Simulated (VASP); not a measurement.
# Bi2Se3 (Cm) in VASP: further runs

Runs on Bi2Se3. Level: PBE. Tasks: single point.

Program: VASP 6.6.1. These are calculated values, not measurements. Logs are shortened: lines on timing, memory, paths and dates and some standing lists are left out, and cuts for length are marked.

### 1 The cell of the first run

Symmetry: Cm, No. 8, monoclinic system. Conventional cell: a = 7.176 Å, b = 4.143 Å, c = 9.840 Å, α = 90.00°, β = 104.07°, γ = 90.00°. Bi (site symmetry m) has 6 Se at 2.78 to 3.15 Å within 3.7 Å. Within 3.8 Å of Bi (site symmetry m) lie 6 Se at 2.85 to 3.07 Å. Se (site symmetry m) has 6 Bi at 3.00 to 3.15 Å and 12 Se at 4.14 to 4.23 Å within 4.3 Å. Se (site symmetry m) has 3 Bi at 2.85 to 2.93 Å and 3 Se at 3.52 Å within 3.8 Å. Se (site symmetry m) has 3 Bi at 2.78 to 2.86 Å and 3 Se at 3.52 Å within 3.7 Å.

### 2 Single point, PBE

The input, INCAR:

```
SYSTEM = Bi2Se3
PREC = Accurate
ENCUT = 500
EDIFF = 1E-6
ISMEAR = 0
SIGMA = 0.03
LREAL = .False.
LASPH = .True.
NELM = 120
ALGO = Normal
ISIF = 2
LWAVE = .False.
LCHARG = .False.
GGA = PE
NBANDS = 32
GGA_COMPAT = .False.
KPAR = 4
```

The input, KPOINTS:

```
Automatic mesh
0
Gamma
  12 12 12
  0 0 0
```

The input, POSCAR:

```
Bi2Se3
1.0
    2.0714992968      1.1959806766      9.5453300000
   -2.0714992968      1.1959806766      9.5453300000
    0.0000000000     -2.3919613533      9.5453300000
Bi Se
2 3
Direct
    0.3846864786      0.4109942687      0.4109942687
    0.5830864786      0.6093942687      0.6093942687
    0.0000000000      0.0000000000      0.0000000000
    0.2117000000      0.2117000000      0.2117000000
    0.7883000000      0.7883000000      0.7883000000
```

Potentials or basis: VASP PAW PBE potentials, release 64 (Bi_d, Se).

Started as:

```bash
cat potpaw_PBE.64/Bi_d/POTCAR potpaw_PBE.64/Se/POTCAR > POTCAR
mpirun -np 4 vasp_std > vasp.out
```

OUTCAR:

```text
SYSTEM = Bi2Se3
   PREC = Accurate
   ENCUT = 500
   EDIFF = 1E-6
   ISMEAR = 0
   LREAL = .False.
   LASPH = .True.
   NELM = 120
   ISIF = 2
   GGA = PE

 ion  position               nearest neighbor table
   1  0.385  0.411  0.411-   5 2.78   5 2.86   5 2.86   3 3.08   3 3.08   3 3.15
   2  0.583  0.609  0.609-   4 2.85   4 2.85   4 2.93   3 3.00   3 3.07   3 3.07
   3  0.000  0.000  0.000-   2 3.00   2 3.07   2 3.07   1 3.08   1 3.08   1 3.15
   4  0.212  0.212  0.212-   2 2.85   2 2.85   2 2.93
   5  0.788  0.788  0.788-   1 2.78   1 2.86   1 2.86

  LATTYP: Found a trigonal (rhomboedric) cell.
 ALAT       =     9.8404676680
 COS(alpha) =     0.9113725817

  Lattice vectors:

 A1 = (   2.0714992968,   1.1959806766,   9.5453300000)
 A2 = (  -2.0714992968,   1.1959806766,   9.5453300000)
 A3 = (   0.0000000000,  -2.3919613533,   9.5453300000)

Analysis of symmetry for initial positions (statically):
=====================================================================
 Subroutine PRICEL returns:
 Original cell was already a primitive cell.

 Routine SETGRP: Setting up the symmetry group for a
 trigonal (rhombohedral) supercell.

 Subroutine GETGRP returns: Found  2 space group operations
 (whereof  2 operations were pure point group operations)
 out of a pool of 12 trial point group operations.

The static configuration has the point symmetry C_1h.

Analysis of symmetry for dynamics (positions and initial velocities):
=====================================================================
 Subroutine PRICEL returns:
 Original cell was already a primitive cell.

 Routine SETGRP: Setting up the symmetry group for a
 trigonal (rhombohedral) supercell.

 Subroutine GETGRP returns: Found  2 space group operations
 (whereof  2 operations were pure point group operations)
 out of a pool of 12 trial point group operations.

The dynamic configuration has the point symmetry C_1h.

 Subroutine INISYM returns: Found  2 space group operations
 (whereof  2 operations are pure point group operations),
 and found     1 'primitive' translations

----------------------------------------------------------------------------------------

                                     Primitive cell

  volume of cell :     141.8898

  direct lattice vectors                    reciprocal lattice vectors
     2.071499297  1.195980677  9.545330000     0.241371069  0.139355652  0.034921091
    -2.071499297  1.195980677  9.545330000    -0.241371069  0.139355652  0.034921091
     0.000000000 -2.391961353  9.545330000     0.000000000 -0.278711303  0.034921091

  length of vectors
     9.840467668  9.840467668  9.840467668     0.280890500  0.280890500  0.280890500

  position of ions in fractional coordinates (direct lattice)
     0.384686479  0.410994269  0.410994269
     0.583086479  0.609394269  0.609394269
     0.000000000  0.000000000  0.000000000
     0.211700000  0.211700000  0.211700000
     0.788300000  0.788300000  0.788300000

  ion indices of the primitive-cell ions
   primitive index   ion index
                 1           1
                 2           2
                 3           3
                 4           4
                 5           5

----------------------------------------------------------------------------------------

 KPOINTS: Automatic mesh

Automatic generation of k-mesh.
 Grid dimensions read from file:
 generate k-points for:   12   12   12

 Generating k-lattice:

  Cartesian coordinates                     Fractional coordinates (reciprocal lattice)
     0.020114256  0.011612971  0.002910091     0.083333333  0.000000000  0.000000000
    -0.020114256  0.011612971  0.002910091     0.000000000  0.083333333  0.000000000
     0.000000000 -0.023225942  0.002910091     0.000000000  0.000000000  0.083333333

  Length of vectors
     0.023407542  0.023407542  0.023407542

  Shift w.r.t. Gamma in fractional coordinates (k-lattice)
     0.000000000  0.000000000  0.000000000

 Subroutine IBZKPT returns following result:
 ===========================================

 Found    476 irreducible k-points:

 Following reciprocal coordinates:
            Coordinates               Weight
  0.000000  0.000000  0.000000      1.000000
  0.083333  0.000000 -0.000000      2.000000
  0.000000  0.083333 -0.000000      4.000000
  0.166667  0.000000 -0.000000      2.000000
  0.000000  0.166667 -0.000000      4.000000
  0.250000  0.000000 -0.000000      2.000000
[... 16 lines left out ...]
  0.000000  0.333333  0.083333      4.000000
 -0.083333 -0.333333  0.000000      4.000000
 [... further k-points ...]
   k-points           NKPTS =    476   k-points in BZ     NKDIM =    476   number of bands    NBANDS=     32
   number of dos      NEDOS =    301   number of ions     NIONS =      5
   total plane-waves  NPLWV = 373248
   dimension x,y,z NGX =    72 NGY =   72 NGZ =   72
   dimension x,y,z NGXF=   144 NGYF=  144 NGZF=  144
   ions per type =               2   3
   NGX,Y,Z   is equivalent  to a cutoff of  12.16, 12.16, 12.16 a.u.
   NGXF,Y,Z  is equivalent  to a cutoff of  24.33, 24.33, 24.33 a.u.
 SYSTEM =  Bi2Se3
   PREC   = accura    normal or accurate (medium, high low for compatibility)
   ISTART =      0    job   : 0-new  1-cont  2-samecut
   ICHARG =      2    charge: 1-file 2-atom 10-const
   ISPIN  =      1    spin polarized calculation?
   LNONCOLLINEAR =      F non collinear calculations
   LSORBIT =      F    spin-orbit coupling
   LASPH  =      T    aspherical Exc in radial PAW
   ENCUT  =  500.0 eV  36.75 Ry    6.06 a.u.  17.94 17.94 17.94*2*pi/ulx,y,z
   NELM   =    120;   NELMIN=  2; NELMDL= -5     # of ELM steps
   EDIFF  = 0.1E-05   stopping-criterion for ELM
   LREAL  =      F    real-space projection
   EDIFFG = 0.1E-04   stopping-criterion for IOM
   NSW    =      0    number of steps for IOM
   IBRION =     -1    ionic relax: 0-MD 1-quasi-New 2-CG
   NFREE  =      0    steps in history (QN), initial steepest desc. (CG)
   ISIF   =      2    stress and relaxation
   ISYM   =      2    0-nonsym 1-usesym 2-fastsym
   POTIM  = 0.5000    time-step for ionic-motion
   TEBEG  =    0.0;   TEEND  =   0.0 temperature during run
   PSTRESS=    0.0 pullay stress
   NELECT =      48.0000    total number of electrons
   NUPDOWN=      -1.0000    fix difference up-down
   EMIN   =  10.00;   EMAX   =-10.00  energy-range for DOS
   EFERMI =   0.00;   METHOD = LEGACY
   ISMEAR =     0;   SIGMA  =   0.03  broadening in eV -4-tet -1-fermi 0-gaus
   EFERMI_NEDOS =   21; number of points for ismear=-14 and -15
   IALGO  =     38    algorithm
   IMIX   =      4    mixing-type and parameters
     AMIX     =   0.40;   BMIX     =  1.00
     AMIX_MAG =   1.60;   BMIX_MAG =  1.00
  volume/ion in A,a.u.               =      28.38       191.50
  Fermi-wavevector in a.u.,A,eV,Ry     =   1.140700  2.155611 17.703860  1.301197
  Thomas-Fermi vector in A             =   2.277402
   LORBIT       =      0    0 simple, 1 ext, 2 COOP (PROOUT), +10 PAW based schemes
   GGA     = PE    functional components
   LHFCALC =     F    Hartree Fock is set to
   AEXX    =    0.0000 exact exchange contribution
   IVDW    =     0    specifies the selected vdW correction
   LEPSILON=     F    determine dielectric tensor
   LRPA    =     F    only Hartree local field effects (RPA)
 non-spin polarized calculation
 Gauss-broadening in eV      SIGMA  =   0.03
  energy-cutoff  :      500.00
  volume of cell :      141.89
 maximum number of plane-waves:      3629
   NGX = 35   NGY = 35   NGZ = 35

 number of electron      47.9999999 magnetization

 Free energy of the ion-electron system (eV)
  ---------------------------------------------------
  ext. energy  EPLUGINS =         0.00000000
  ---------------------------------------------------
  free energy    TOTEN  =       -20.13309030 eV

  energy without entropy =      -20.13309030  energy(sigma->0) =      -20.13309030

 E-fermi :   5.0961     XC(G=0):  -9.4960

 val. band max:        4.9315067344   @ k =   0.0000   0.0000   0.0000
 cond. band min:       5.2283275510   @ k =   0.0000   0.0000   0.0000
 fundamental gap:      0.2968208166
 Fermi energy:         5.0961281622

 k-point     1 :       0.0000    0.0000    0.0000
  band No.  band energies     occupation
      1     -18.2130      2.00000
      2     -18.2120      2.00000
      3     -18.2046      2.00000
      4     -18.1923      2.00000
      5     -18.1917      2.00000
      6     -18.1101      2.00000
[... 24 lines left out ...]
     31      10.7950      0.00000
     32      11.9725      0.00000

 k-point     2 :       0.0833    0.0000   -0.0000
  band No.  band energies     occupation
      1     -18.2141      2.00000
      2     -18.2105      2.00000
      3     -18.2036      2.00000
      4     -18.1925      2.00000
      5     -18.1923      2.00000
      6     -18.1106      2.00000
[... 24 lines left out ...]
     31      10.7113      0.00000
     32      11.1944      0.00000

 k-point     3 :       0.0000    0.0833   -0.0000
  band No.  band energies     occupation
      1     -18.2132      2.00000
      2     -18.2111      2.00000
      3     -18.2037      2.00000
      4     -18.1931      2.00000
      5     -18.1918      2.00000
      6     -18.1104      2.00000
[... 24 lines left out ...]
     31      10.7218      0.00000
     32      11.1996      0.00000

 k-point     4 :       0.1667    0.0000   -0.0000
  band No.  band energies     occupation
      1     -18.2173      2.00000
      2     -18.2068      2.00000
      3     -18.2018      2.00000
      4     -18.1935      2.00000
      5     -18.1916      2.00000
      6     -18.1129      2.00000
[... 654 lines left out ...]
     31       9.5711      0.00000
     32      11.0853      0.00000

 k-point    23 :       0.0000    0.3333    0.0833
  band No.  band energies     occupation
      1     -18.2232      2.00000
      2     -18.2026      2.00000
      3     -18.1993      2.00000
      4     -18.1965      2.00000
      5     -18.1849      2.00000
      6     -18.1182      2.00000
[... 24 lines left out ...]
     31       9.5992      0.00000
     32      11.0999      0.00000

 k-point    24 :      -0.0833   -0.3333    0.0000
  band No.  band energies     occupation
      1     -18.2234      2.00000
      2     -18.2019      2.00000
      3     -18.1990      2.00000
      4     -18.1930      2.00000
      5     -18.1892      2.00000
      6     -18.1176      2.00000
[... 24 lines left out ...]
     31       9.6121      0.00000
     32      11.1078      0.00000

 [... further k-points ...]

------------------------ aborting loop because EDIFF is reached ----------------------------------------

  FORCE on cell =-STRESS in cart. coord.  units (eV):
  Direction    XX          YY          ZZ          XY          YZ          ZX
  --------------------------------------------------------------------------------------
  -------------------------------------------------------------------------------------
  Total        2.4246332      2.3149418      2.3708936      0.0949956     -0.0656011     -0.1136243
  in kB       27.3782375     26.1396338     26.7714252      1.0726623     -0.7407482     -1.2830115
  external PRESSURE =      26.7630988 kB  Pullay stress =       0.0000000 kB

 VOLUME and BASIS-vectors are now :
 -----------------------------------------------------------------------------
  energy-cutoff  :      500.00
  volume of cell :      141.89
      direct lattice vectors                 reciprocal lattice vectors
     2.071499297  1.195980677  9.545330000     0.241371069  0.139355652  0.034921091
    -2.071499297  1.195980677  9.545330000    -0.241371069  0.139355652  0.034921091
     0.000000000 -2.391961353  9.545330000     0.000000000 -0.278711303  0.034921091

 POSITION                                       TOTAL-FORCE (eV/Angst)
 -----------------------------------------------------------------------------------
     -0.05450     -0.03146     11.51811         0.151049      0.087208     -0.468718
     -0.05450     -0.03146     17.19949         0.116673      0.067361     -0.125810
      0.00000      0.00000      0.00000        -0.029046     -0.016770      0.157937
      0.00000     -0.00000      6.06224        -0.093503     -0.053984      0.037898
      0.00000     -0.00000     22.57375        -0.145173     -0.083816      0.398694
 -----------------------------------------------------------------------------------
    total drift:                                0.000385      0.000222      0.000295

  FREE ENERGIE OF THE ION-ELECTRON SYSTEM (eV)
  ---------------------------------------------------
  free  energy   TOTEN  =       -20.1330903018 eV

  energy  without entropy=      -20.1330903018  energy(sigma->0) =      -20.13309030
```

It took 20 min on 4 MPI ranks of Intel Xeon Platinum 8488C (Sapphire Rapids), shared host; peak memory 2 GiB.

Results:

```
Free energy            : -20.1331 eV
Pressure               : 2.7 GPa
Largest force          : 0.500 eV/Å
Band gap on the k mesh : 0.30 eV
```

Forces on the atoms (eV/Å):
```
Bi   0.151  0.087 -0.469
Bi   0.117  0.067 -0.126
Se  -0.029 -0.017  0.158
Se  -0.094 -0.054  0.038
Se  -0.145 -0.084  0.399
```

Levels at points of the mesh, in eV from the valence-band top:
```tsv
k point	band 21	band 22	band 23	band 24	band 25	band 26	band 27	band 28
(0.00, 0.00, 0.00)	-1.71	-1.18	-1.13	0.00	0.30	1.42	1.46	2.16
(0.50, 0.00, 0.00)	-2.95	-2.11	-1.20	-0.52	0.88	1.96	2.99	3.20
(0.00, 0.50, 0.00)	-2.95	-2.11	-1.20	-0.53	0.88	1.97	2.98	3.21
(0.50, 0.50, 0.00)	-1.88	-1.85	-1.56	-0.97	1.37	1.98	2.62	3.03
(0.00, 0.50, 0.50)	-1.91	-1.80	-1.60	-0.96	1.38	2.01	2.63	3.03
(0.50, 0.50, 0.50)	-1.52	-1.36	-1.25	-0.40	0.67	1.71	1.76	2.09
```

Caveat: the cell differs from its parent crystal (all Bi atoms moved +0.075 Å, as atom 1 towards its neighbour atom 5 (Se) at 2.851 Å); spin-orbit coupling is left out, which moves the levels of the heavy elements.

### 3 Single point, PBE

The input, INCAR:

```
SYSTEM = Bi2Se3
ALGO = Normal ; EDIFF = 1E-6
ENCUT = 500 ; GGA = PE
GGA_COMPAT = .FALSE. ; ISIF = 2
ISMEAR = 0 ; KPAR = 4
LASPH = .TRUE. ; LCHARG = .FALSE.
LREAL = .FALSE. ; LWAVE = .FALSE.
NBANDS = 32 ; NELM = 120
PREC = Accurate ; SIGMA = 0.03
```

The input, KPOINTS:

```
k-points
0
G
  12 12 12
  0 0 0
```

POSCAR: that of step 2 with these lines changed.

```diff
@@ -8,4 +8,4 @@
 Direct
-    0.3846864786      0.4109942687      0.4109942687
-    0.5830864786      0.6093942687      0.6093942687
+    0.4115423476      0.3940038209      0.3940038209
+    0.6099423476      0.5924038209      0.5924038209
     0.0000000000      0.0000000000      0.0000000000
```

Potentials or basis: VASP PAW PBE potentials, release 64 (Bi_d, Se).

Started as:

```bash
cat potpaw_PBE.64/Bi_d/POTCAR potpaw_PBE.64/Se/POTCAR > POTCAR
mpirun -np 4 vasp_std > vasp.out
```

Run time: 27 min. Hardware: 4 MPI ranks of Intel Xeon Platinum 8488C (Sapphire Rapids), shared host; peak memory 2 GiB.

It converged, with:

```
Free energy            : -20.1452 eV
Pressure               : 2.6 GPa
Largest force          : 0.381 eV/Å
Band gap on the k mesh : 0.25 eV
```

Forces on the atoms (eV/Å):
```
Bi  -0.080 -0.046  0.029
Bi  -0.095 -0.055  0.365
Se   0.018  0.010 -0.104
Se   0.090  0.052 -0.316
Se   0.067  0.039  0.026
```

Stress tensor (GPa, compression positive):
```
 2.64  0.05 -0.06
 0.05  2.58 -0.03
-0.06 -0.03  2.64
```

Levels at points of the mesh, in eV from the valence-band top:
```
           k point  band 21  band 22  band 23  band 24  band 25  band 26  band 27  band 28
(0.00, 0.00, 0.00)    -1.76    -1.20    -1.18     0.00     0.25     1.40     1.42     2.14
(0.50, 0.00, 0.00)    -2.98    -2.13    -1.22    -0.54     0.86     1.94     2.98     3.17
(0.00, 0.50, 0.00)    -2.98    -2.13    -1.22    -0.54     0.85     1.94     2.97     3.18
(0.50, 0.50, 0.00)    -1.89    -1.86    -1.61    -0.99     1.35     1.96     2.61     3.01
(0.00, 0.50, 0.50)    -1.91    -1.83    -1.63    -0.99     1.36     1.98     2.61     3.01
(0.50, 0.50, 0.50)    -1.54    -1.37    -1.32    -0.43     0.65     1.71     1.73     2.07
```

Caveat: the cell differs from its parent crystal (all Bi atoms moved -0.050 Å, as atom 1 towards its neighbour atom 5 (Se) at 2.851 Å); spin-orbit coupling is left out, which moves the levels of the heavy elements. A k mesh can miss the band edges.
